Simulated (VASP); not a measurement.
# TiSn (alt) (P-6m2) in VASP: relaxation of cell and atoms with PBE

Aim: the relaxation of cell and atoms of TiSn (alt) with PBE.

Everything below comes from runs of VASP 6.6.1. Logs are shortened: lines on timing, memory, paths and dates and some standing lists are left out, and cuts for length are marked.

## (1) The cell of the first run

Symmetry: P-6m2, No. 187, hexagonal system. Conventional cell: a = 3.159 Å, b = 3.159 Å, c = 4.635 Å, α = 90.00°, β = 90.00°, γ = 120.00°. Sn (site symmetry -6m2) has 6 Ti at 2.95 Å and 6 Sn at 3.16 Å within 3.9 Å. Within 3.9 Å of Ti (site symmetry -6m2) lie 6 Sn at 2.95 Å and 6 Ti at 3.16 Å.

## (2) Relaxation of cell and atoms, PBE

Contents of INCAR:

```
PREC = Accurate
ENCUT = 500
EDIFF = 1E-7
ISMEAR = 0
SIGMA = 0.1
LREAL = False
LASPH = True
NELM = 120
ALGO = Normal
ISIF = 3
LWAVE = False
LCHARG = False
GGA = PE
IBRION = 2
NSW = 100
EDIFFG = -0.002
GGA_COMPAT = False
NELMIN = 4
```

Contents of KPOINTS:

```
regular mesh
0
Gamma
  15 15 10
```

Contents of POSCAR:

```
TiSn
1.0
    3.1591485410      0.0000000000      0.0000000000
   -1.5795742705      2.7359028909      0.0000000000
    0.0000000000      0.0000000000      4.6347282135
Sn Ti
1 1
Direct
    0.3333333333      0.6666666667      0.2500000000
    0.6666666667      0.3333333333      0.7500000000
```

Potentials or basis: VASP PAW PBE potentials, release 64 (Sn_d, Ti_sv).

On the command line:

```console
> cat potpaw_PBE.64/Sn_d/POTCAR potpaw_PBE.64/Ti_sv/POTCAR > POTCAR
> mpirun -np 1 vasp_std > vasp.out
```

OUTCAR:

```text
PREC = Accurate
   ENCUT = 500
   EDIFF = 1E-7
   ISMEAR = 0
   LREAL = False
   LASPH = True
   NELM = 120
   ISIF = 3
   GGA = PE
   IBRION = 2
   NSW = 100
   EDIFFG = -0.002
   NELMIN = 4

 ion  position               nearest neighbor table
   1  0.333  0.667  0.250-   2 2.95   2 2.95   2 2.95   2 2.95   2 2.95   2 2.95
   2  0.667  0.333  0.750-   1 2.95   1 2.95   1 2.95   1 2.95   1 2.95   1 2.95

  LATTYP: Found a hexagonal cell.
 ALAT       =     3.1591485410
 C/A-ratio  =     1.4670814472

  Lattice vectors:

 A1 = (   3.1591485410,   0.0000000000,   0.0000000000)
 A2 = (  -1.5795742705,   2.7359028909,   0.0000000000)
 A3 = (   0.0000000000,   0.0000000000,   4.6347282135)

Analysis of symmetry for initial positions (statically):
=====================================================================
 Subroutine PRICEL returns:
 Original cell was already a primitive cell.

 Routine SETGRP: Setting up the symmetry group for a
 hexagonal supercell.

 Subroutine GETGRP returns: Found 12 space group operations
 (whereof  6 operations were pure point group operations)
 out of a pool of 24 trial point group operations.

The static configuration has the point symmetry C_3v.
 The point group associated with its full space group is D_3h.

Analysis of symmetry for dynamics (positions and initial velocities):
=====================================================================
 Subroutine PRICEL returns:
 Original cell was already a primitive cell.

 Routine SETGRP: Setting up the symmetry group for a
 hexagonal supercell.

 Subroutine GETGRP returns: Found 12 space group operations
 (whereof  6 operations were pure point group operations)
 out of a pool of 24 trial point group operations.

The dynamic configuration has the point symmetry C_3v.
 The point group associated with its full space group is D_3h.

 Subroutine INISYM returns: Found 12 space group operations
 (whereof  6 operations are pure point group operations),
 and found     1 'primitive' translations

----------------------------------------------------------------------------------------

                                     Primitive cell

  volume of cell :      40.0585

  direct lattice vectors                    reciprocal lattice vectors
     3.159148541  0.000000000  0.000000000     0.316540988  0.182755025  0.000000000
    -1.579574270  2.735902891  0.000000000     0.000000000  0.365510049  0.000000000
     0.000000000  0.000000000  4.634728213     0.000000000  0.000000000  0.215762382

  length of vectors
     3.159148541  3.159148541  4.634728213     0.365510049  0.365510049  0.215762382

  position of ions in fractional coordinates (direct lattice)
     0.333333333  0.666666667  0.250000000
     0.666666667  0.333333333  0.750000000

  ion indices of the primitive-cell ions
   primitive index   ion index
                 1           1
                 2           2

----------------------------------------------------------------------------------------

 KPOINTS: regular mesh

Automatic generation of k-mesh.
 Grid dimensions read from file:
 generate k-points for:   15   15   10

 Generating k-lattice:

  Cartesian coordinates                     Fractional coordinates (reciprocal lattice)
     0.021102733  0.012183668  0.000000000     0.066666667  0.000000000  0.000000000
     0.000000000  0.024367337  0.000000000     0.000000000  0.066666667  0.000000000
     0.000000000  0.000000000  0.021576238     0.000000000  0.000000000  0.100000000

  Length of vectors
     0.024367337  0.024367337  0.021576238

  Shift w.r.t. Gamma in fractional coordinates (k-lattice)
     0.000000000  0.000000000  0.000000000

 Subroutine IBZKPT returns following result:
 ===========================================

 Found    162 irreducible k-points:

 Following reciprocal coordinates:
            Coordinates               Weight
  0.000000  0.000000  0.000000      1.000000
  0.066667 -0.000000  0.000000      6.000000
  0.133333  0.000000  0.000000      6.000000
  0.200000  0.000000  0.000000      6.000000
  0.266667  0.000000  0.000000      6.000000
  0.333333  0.000000  0.000000      6.000000
[... 16 lines left out ...]
  0.333333  0.200000  0.000000     12.000000
  0.400000  0.200000  0.000000      6.000000
 [... further k-points ...]
   k-points           NKPTS =    162   k-points in BZ     NKDIM =    162   number of bands    NBANDS=     17
   number of dos      NEDOS =    301   number of ions     NIONS =      2
   total plane-waves  NPLWV =  20736
   dimension x,y,z NGX =    24 NGY =   24 NGZ =   36
   dimension x,y,z NGXF=    48 NGYF=   48 NGZF=   72
   ions per type =               1   1
   NGX,Y,Z   is equivalent  to a cutoff of  12.63, 12.63, 12.91 a.u.
   NGXF,Y,Z  is equivalent  to a cutoff of  25.26, 25.26, 25.83 a.u.
 SYSTEM =  unknown system
   PREC   = accura    normal or accurate (medium, high low for compatibility)
   ISTART =      0    job   : 0-new  1-cont  2-samecut
   ICHARG =      2    charge: 1-file 2-atom 10-const
   ISPIN  =      1    spin polarized calculation?
   LNONCOLLINEAR =      F non collinear calculations
   LSORBIT =      F    spin-orbit coupling
   LASPH  =      T    aspherical Exc in radial PAW
   ENCUT  =  500.0 eV  36.75 Ry    6.06 a.u.   5.76  5.76  8.45*2*pi/ulx,y,z
   NELM   =    120;   NELMIN=  4; NELMDL= -5     # of ELM steps
   EDIFF  = 0.1E-06   stopping-criterion for ELM
   LREAL  =      F    real-space projection
   EDIFFG = -.2E-02   stopping-criterion for IOM
   NSW    =    100    number of steps for IOM
   IBRION =      2    ionic relax: 0-MD 1-quasi-New 2-CG
   NFREE  =      1    steps in history (QN), initial steepest desc. (CG)
   ISIF   =      3    stress and relaxation
   ISYM   =      2    0-nonsym 1-usesym 2-fastsym
   POTIM  = 0.5000    time-step for ionic-motion
   TEBEG  =    0.0;   TEEND  =   0.0 temperature during run
   PSTRESS=    0.0 pullay stress
   NELECT =      26.0000    total number of electrons
   NUPDOWN=      -1.0000    fix difference up-down
   EMIN   =  10.00;   EMAX   =-10.00  energy-range for DOS
   EFERMI =   0.00;   METHOD = LEGACY
   ISMEAR =     0;   SIGMA  =   0.10  broadening in eV -4-tet -1-fermi 0-gaus
   EFERMI_NEDOS =   21; number of points for ismear=-14 and -15
   IALGO  =     38    algorithm
   IMIX   =      4    mixing-type and parameters
     AMIX     =   0.40;   BMIX     =  1.00
     AMIX_MAG =   1.60;   BMIX_MAG =  1.00
  volume/ion in A,a.u.               =      20.03       135.16
  Fermi-wavevector in a.u.,A,eV,Ry     =   1.417428  2.678550 27.335487  2.009102
  Thomas-Fermi vector in A             =   2.538659
   LORBIT       =      0    0 simple, 1 ext, 2 COOP (PROOUT), +10 PAW based schemes
   GGA     = PE    functional components
   LHFCALC =     F    Hartree Fock is set to
   AEXX    =    0.0000 exact exchange contribution
   IVDW    =     0    specifies the selected vdW correction
   LEPSILON=     F    determine dielectric tensor
   LRPA    =     F    only Hartree local field effects (RPA)
 conjugate gradient relaxation of ions
 non-spin polarized calculation
 Gauss-broadening in eV      SIGMA  =   0.10
  energy-cutoff  :      500.00
  volume of cell :       40.06
 maximum number of plane-waves:      1032
 NGX is ok and might be reduce to    24
   NGX = 11   NGY = 11   NGZ = 17

--------------------------------------- Ionic step        1  -------------------------------------------

 number of electron      26.0000012 magnetization

 Free energy of the ion-electron system (eV)
  ---------------------------------------------------
  ext. energy  EPLUGINS =         0.00000000
  ---------------------------------------------------
  free energy    TOTEN  =       -12.11584768 eV

  energy without entropy =      -12.10926750  energy(sigma->0) =      -12.11255759

------------------------ aborting loop because EDIFF is reached ----------------------------------------

  FORCE on cell =-STRESS in cart. coord.  units (eV):
  Direction    XX          YY          ZZ          XY          YZ          ZX
  --------------------------------------------------------------------------------------
  -------------------------------------------------------------------------------------
  Total        0.1018068      0.1018068     -0.1444964      0.0000000      0.0000000     -0.0000000
  in kB        4.0718539      4.0718539     -5.7792651      0.0000000      0.0000000     -0.0000000
  external PRESSURE =       0.7881476 kB  Pullay stress =       0.0000000 kB

 VOLUME and BASIS-vectors are now :
 -----------------------------------------------------------------------------
  energy-cutoff  :      500.00
  volume of cell :       40.06
      direct lattice vectors                 reciprocal lattice vectors
     3.159148541  0.000000000  0.000000000     0.316540988  0.182755025  0.000000000
    -1.579574270  2.735902891  0.000000000     0.000000000  0.365510049  0.000000000
     0.000000000  0.000000000  4.634728213     0.000000000  0.000000000  0.215762382
[... 145 lines left out ...]
 POSITION                                       TOTAL-FORCE (eV/Angst)
 -----------------------------------------------------------------------------------
     -0.00000      1.82955      1.15262         0.000000     -0.000000      0.000000
      1.58444      0.91477      3.45785        -0.000000      0.000000     -0.000000
 -----------------------------------------------------------------------------------
    total drift:                               -0.000000      0.000000      0.000000

  FREE ENERGIE OF THE ION-ELECTRON SYSTEM (eV)
  ---------------------------------------------------
  free  energy   TOTEN  =       -12.1165400851 eV

  energy  without entropy=      -12.1096441071  energy(sigma->0) =      -12.11309210

--------------------------------------- Ionic step        6  -------------------------------------------

 number of electron      26.0000012 magnetization

 Free energy of the ion-electron system (eV)
  ---------------------------------------------------
  ext. energy  EPLUGINS =         0.00000000
  ---------------------------------------------------
  free energy    TOTEN  =       -12.11654392 eV

  energy without entropy =      -12.10964749  energy(sigma->0) =      -12.11309571

 E-fermi :   9.4078     XC(G=0): -11.3552

 val. band max:        9.4052411324   @ k =   0.3333   0.1333   0.4000
 cond. band min:       9.4120065540   @ k =   0.3333   0.3333   0.0000
 fundamental gap:      0.0067654216
 Fermi energy:         9.4077586157

 k-point     1 :       0.0000    0.0000    0.0000
  band No.  band energies     occupation
      1     -47.5880      2.00000
      2     -23.9525      2.00000
      3     -23.6779      2.00000
      4     -23.6779      2.00000
      5     -11.9752      2.00000
      6     -11.9752      2.00000
[... 9 lines left out ...]
     16      11.0911      0.00000
     17      12.9567      0.00000
[... 441 lines left out ...]
 k-point    24 :       0.4000    0.2000    0.0000
  band No.  band energies     occupation
      1     -47.5580      2.00000
      2     -23.9180      2.00000
      3     -23.8729      2.00000
      4     -23.7785      2.00000
      5     -11.9706      2.00000
      6     -11.8562      2.00000
[... 9 lines left out ...]
     16      11.1637      0.00000
     17      12.3982      0.00000

 [... further k-points ...]
[... 5 lines left out ...]
  --------------------------------------------------------------------------------------
  -------------------------------------------------------------------------------------
  Total        0.0032973      0.0032973     -0.0019423      0.0000000      0.0000000      0.0000000
  in kB        0.1316869      0.1316869     -0.0775726      0.0000000      0.0000000      0.0000000
  external PRESSURE =       0.0619337 kB  Pullay stress =       0.0000000 kB

 VOLUME and BASIS-vectors are now :
 -----------------------------------------------------------------------------
  energy-cutoff  :      500.00
  volume of cell :       40.12
      direct lattice vectors                 reciprocal lattice vectors
     3.169326784 -0.000000000 -0.000000000     0.315524421  0.182168110  0.000000000
    -1.584663392  2.744717508  0.000000000     0.000000000  0.364336219  0.000000000
    -0.000000000  0.000000000  4.611653108     0.000000000  0.000000000  0.216841982

 POSITION                                       TOTAL-FORCE (eV/Angst)
 -----------------------------------------------------------------------------------
     -0.00000      1.82981      1.15291        -0.000000      0.000000     -0.000000
      1.58466      0.91491      3.45874         0.000000     -0.000000      0.000000
 -----------------------------------------------------------------------------------
    total drift:                               -0.000000      0.000000      0.000000

  FREE ENERGIE OF THE ION-ELECTRON SYSTEM (eV)
  ---------------------------------------------------
  free  energy   TOTEN  =       -12.1165439246 eV

  energy  without entropy=      -12.1096474870  energy(sigma->0) =      -12.11309571

 reached required accuracy - stopping structural energy minimisation
```

Run time: 3.5 min. Hardware: 1 thread of AMD EPYC 9R45 (Zen 5), shared host; peak memory 0.21 GiB.

Results:

```yaml
Free_energy: -12.1165 eV
Relaxed_volume: 20.06 Å³/atom
Relaxed_cell: a = 3.169 Å, b = 3.169 Å, c = 4.612 Å, α = 90.00°, β = 90.00°, γ = 120.00°
Space_group_after_relaxing_to_0.05_Å: P-6m2 (No. 187)
Energy_gained_by_relaxing: 0.3 meV/atom
Ionic_steps: 6
Pressure_after_relaxing: 0.0 GPa
Band_gap_on_the_k_mesh: zero (band 13 reaches 10.25 eV, above the bottom of band 14 at 8.97 eV)
```

The path:
| step | energy change (eV) | largest force (eV/Å) | pressure (GPa) | volume (Å³) |
| --- | --- | --- | --- | --- |
| 1 | 0.0000 | 0.0000 | 0.08 | 40.06 |
| 2 | -0.0006 | 0.0000 | -0.01 | 40.12 |
| 3 | -0.0007 | 0.0000 | -0.05 | 40.14 |
| 4 | -0.0007 | 0.0000 | -0.05 | 40.14 |
| 5 | -0.0007 | 0.0000 | 0.06 | 40.09 |
| 6 | -0.0007 | 0.0000 | 0.01 | 40.12 |

Final structure:
```xyz
2
Lattice="3.1693 0.0000 0.0000 -1.5847 2.7447 0.0000 0.0000 0.0000 4.6117" Properties=species:S:1:pos:R:3 pbc="T T T"
Sn    0.0000    1.8298    1.1529
Ti    1.5847    0.9149    3.4587
```

Levels at points of the mesh, in eV from the Fermi level:
| k point | band 9 | band 10 | band 11 | band 12 | band 13 | band 14 | band 15 | band 16 | band 17 |
| --- | --- | --- | --- | --- | --- | --- | --- | --- | --- |
| (0.00, 0.00, 0.00) | -21.15 | -10.95 | -2.57 | -2.03 | 0.72 | 0.72 | 1.68 | 1.68 | 3.55 |
| (0.00, 0.00, 0.50) | -21.15 | -10.26 | -5.81 | -0.38 | 0.85 | 0.85 | 1.54 | 1.54 | 8.37 |

Caveat: spin-orbit coupling is left out, which moves the levels of the heavy elements.
